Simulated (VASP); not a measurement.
GaSb: single point with PBE

Crystal: GaSb.

```
CELL_PARAMETERS angstrom
0.00000 3.07766 3.07766
3.07766 0.00000 3.07766
3.07766 3.07766 0.00000
ATOMIC_POSITIONS crystal
Ga 0.00000 0.00000 0.00000
Sb 0.25000 0.25000 0.25000
```

This cell differs from its parent crystal: volume changed by -3%.

| Quantity | Value |
| --- | --- |
| Program | VASP 6.6.1 |
| Task | single point |
| Functional | PBE |
| Potentials or basis | VASP PAW PBE potentials, release 64 (Ga_d, Sb) |
| Cutoff | 520 eV |
| k mesh | 6 × 6 × 6 |
| Occupations | fermi-dirac, width 0.02 eV |
| Spin | no spin polarisation |

```yaml
Pressure: 1.6 GPa
Band_gap_on_the_k_mesh: zero (filled and empty bands touch)
```

Levels at points of the mesh, in eV from the Fermi level:
```
           k point  band 6  band 7  band 8  band 9  band 10  band 11  band 12  band 13
(0.00, 0.00, 0.00)  -11.37   -0.11   -0.01   -0.01    -0.01     2.76     2.76     2.76
(0.50, 0.00, 0.00)   -9.79   -6.29   -1.14   -1.14     0.35     3.73     3.73     6.46
(0.50, 0.50, 0.00)   -8.98   -6.75   -2.53   -2.53     0.91     1.27     8.55     8.55
```

It took 7.8 s on 1 thread of AMD EPYC 9R45 96-Core Processor (Zen 5), with other jobs on the host, peak memory 0.15 GiB.

Caveat: spin-orbit coupling is left out, which moves the levels of the heavy elements.
